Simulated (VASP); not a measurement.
Input of a VASP 6.6.1 run:

File INCAR:

```
SYSTEM = Hf
PREC     = Accurate       ! precision mode
ENCUT    = 600            ! plane-wave cutoff, eV
EDIFF    = 1E-6           ! SCF threshold, eV
ISMEAR   = -1             ! smearing method
SIGMA    = 0.3            ! smearing width, eV
LREAL    = .FALSE.        ! projectors in reciprocal space
LASPH    = .TRUE.         ! aspherical terms in the spheres
NELM     = 80             ! most SCF steps
ALGO     = Normal         ! electronic algorithm
ISIF     = 3              ! what is computed and relaxed
LWAVE    = .FALSE.        ! write WAVECAR
LCHARG   = .FALSE.        ! write CHGCAR
GGA      = PE             ! functional
IBRION   = 2              ! ionic algorithm
NSW      = 80             ! ionic steps
EDIFFG   = -0.01          ! ionic threshold
```

File KPOINTS:

```
regular mesh
0
G
  9 9 9
  0 0 0
```

File POSCAR:

```
Hf
1.0
   -1.8050000000      1.8050000000      1.8050000000
    1.8050000000     -1.8050000000      1.8050000000
    1.8050000000      1.8050000000     -1.8050000000
Hf
1
Direct
    0.0000000000      0.0000000000      0.0000000000
```

Potentials or basis: VASP PAW PBE potentials, release 64 (Hf_pv).

Run with:

```console
$ cat potpaw_PBE.64/Hf_pv/POTCAR > POTCAR
$ mpirun -np 1 vasp_std > vasp.out
```

**Question.** Predict the space group after relaxing (to 0.05 Å).

**Answer.** Im-3m (No. 229).

**Question.** What does it give for the relaxed volume?

**Answer.** 22.66 Å³/atom.

**Question.** Predict the relaxed cell.

**Answer.** a = 3.088 Å, b = 3.088 Å, c = 3.088 Å, α = 109.47°, β = 109.47°, γ = 109.47°.

Final structure:
```
Hf
1.0
    -1.78277    1.78277    1.78277
     1.78277   -1.78277    1.78277
     1.78277    1.78277   -1.78277
Hf
1
Direct
  0.00000 0.00000 0.00000
```
